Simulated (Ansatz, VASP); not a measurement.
**LiBe4: VASP beside Ansatz**

```
Li Be
1.0
     3.58085    0.00000    0.00000
     0.00000    3.58085    0.00000
     0.00000    0.00000    3.58085
Li Be
1 4
Direct
  0.50000 0.50000 0.50000
  0.50000 0.00000 0.00000
  0.00000 0.50000 0.00000
  0.00000 0.00000 0.50000
  0.00000 0.00000 0.00000
```

Alike in both runs: task relaxation of cell and atoms; functional PBE; k mesh 5 × 5 × 5; occupations gaussian, width 0.2 eV; no spin polarisation.

|  | VASP | Ansatz |
| --- | --- | --- |
| version | VASP 6.6.1 | Ansatz 0.2.0 |
| potentials or method | VASP PAW PBE potentials, release 64 (Li_sv, Be), cutoff 750 eV | scalar-relativistic, plane waves, PAW |
| valence electrons in the cell | 11 | 11 |

Ansatz gave:

```
gap on the k mesh at the Fermi level, each at its own relaxed structure (eV) : none
relaxed volume (Å³/atom)                                                     : 11.19
relaxed length of the cell vector where the two differ most in proportion (Å)              : 3.825
```

Task: Estimate VASP's values.

Result: gap on the k mesh at the Fermi level, each at its own relaxed structure (eV): none; relaxed volume (Å³/atom): 11.37; relaxed length of the cell vector where the two differ most in proportion (Å): 3.845.

A gap of «none» marks a metal or a gap that the smearing closes.

Noted on VASP's run: the volume moved by over 15 % at a fixed basis, so the end points are rough.
